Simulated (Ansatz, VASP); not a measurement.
# TiCo in VASP and in Ansatz

File INCAR:

```
SYSTEM = TiCo
ALGO     = Normal         ! electronic algorithm
EDIFF    = 1E-7           ! SCF threshold, eV
EDIFFG   = -0.05          ! ionic threshold
ENCUT    = 600            ! plane-wave cutoff, eV
GGA      = PS             ! functional
GGA_COMPAT= .FALSE.      
IBRION   = 2              ! ionic algorithm
ISIF     = 3              ! what is computed and relaxed
ISMEAR   = 0              ! smearing method
ISPIN    = 2              ! spin polarisation
LASPH    = .TRUE.         ! aspherical terms in the spheres
LCHARG   = .FALSE.        ! write CHGCAR
LMAXMIX  = 4              ! l up to which the mixer works
LORBIT   = 11             ! projections on sites
LREAL    = .FALSE.        ! projectors in reciprocal space
LWAVE    = .FALSE.        ! write WAVECAR
MAGMOM   = 0 0.44         ! initial moments
NELM     = 200            ! most SCF steps
NELMIN   = 4            
NSW      = 80             ! ionic steps
PREC     = Accurate       ! precision mode
SIGMA    = 0.1            ! smearing width, eV
```

KPOINTS

```
k-points
0
G
  6 6 6
  0 0 0
```

File POSCAR:

```
TiCo
1.0
    3.0004858175      0.0000000000      0.0000000000
    0.0000000000      3.0004858175      0.0000000000
    0.0000000000      0.0000000000      3.0004858175
Ti Co
1 1
Direct
    0.5000000000      0.5000000000      0.5000000000
    0.0000000000      0.0000000000      0.0000000000
```

Input for Ansatz:

```yaml
crystal:
  lattice:
    - [3.0004858175, 0.0, 0.0]
    - [0.0, 3.0004858175, 0.0]
    - [0.0, 0.0, 3.0004858175]
  atoms:
    - { symbol: Ti, position: [0.5, 0.5, 0.5] }
    - { symbol: Co, position: [0.0, 0.0, 0.0], spin: 0.44 }
basis:
  ecutwfc: 420
kpoints:
  mp_grid: { grid: [6, 6, 6] }
hamiltonian:
  xc: pbesol
scf:
  occupations: { method: gaussian, width: 0.1 }
output:
  forces: true
  stress: true
  eigenvalues: true
  populations: true
magnetization:
  spin_polarized: true
relax:
  adjacent_minimum: "off"
  f_tol: 0.05
  max_steps: 60
  cell: { stress_tol: 0.5 }
```

Alike in both runs: task relaxation of cell and atoms; functional PBEsol; k mesh 6 × 6 × 6; occupations gaussian, width 0.1 eV; collinear spin.

```csv
,VASP,Ansatz
version,VASP 6.6.1,Ansatz 0.2.0
potentials or method,"VASP PAW PBE potentials, release 64 (Ti_sv, Co_sv), cutoff 600 eV","scalar-relativistic, plane waves, PAW"
valence electrons in the cell,29,29
```

```csv
,VASP,Ansatz,Ansatz less VASP
"gap on the k mesh at the Fermi level, each at its own relaxed structure (eV)",none,none,-
net moment per atom (μB),0.00,0.09,+0.092
size of the moment on the site where the two differ most (μB),0.00,0.25,+0.247
relaxed volume (Å³/atom),12.58,12.64,+0.067
relaxed cell length with the largest relative difference (Å),2.930,2.935,+0.0052
```

VASP's potentials were made for PBE, not for PBEsol. Site moments also hang on the region over which each program counts them. A gap of «none» marks a metal or a gap that the smearing closes.
